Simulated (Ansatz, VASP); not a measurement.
SiC: VASP beside Ansatz

```
Si C
1.0
     0.00000    2.17700    2.17700
     2.17700    0.00000    2.17700
     2.17700    2.17700    0.00000
Si C
1 1
Direct
  0.75000 0.75000 0.75000
  0.00000 0.00000 0.00000
```

Alike in both runs: task single point; functional LDA; k mesh 8 × 8 × 8; occupations gaussian, width 0.1 eV; no spin polarisation.

|  | VASP | Ansatz |
| --- | --- | --- |
| version | VASP 6.6.1 | Ansatz 0.2.0 |
| potentials or method | VASP PAW LDA potentials, release 64 (Si, C), cutoff 520 eV | scalar-relativistic, plane waves, PAW |
| valence electrons in the cell | 8 | 8 |

```csv
,VASP,Ansatz,Ansatz less VASP
gap on the k mesh at the Fermi level (eV),1.30,1.31,+0.013
least direct gap on the mesh (eV),4.50,4.52,+0.017
pressure (GPa),-3.4,-3.8,-0.41
```

Ansatz warns that its potentials were made for another functional, while VASP's fit it. LDA's correlation is that of Perdew and Zunger in VASP and of Perdew and Wang (1992) in Ansatz.
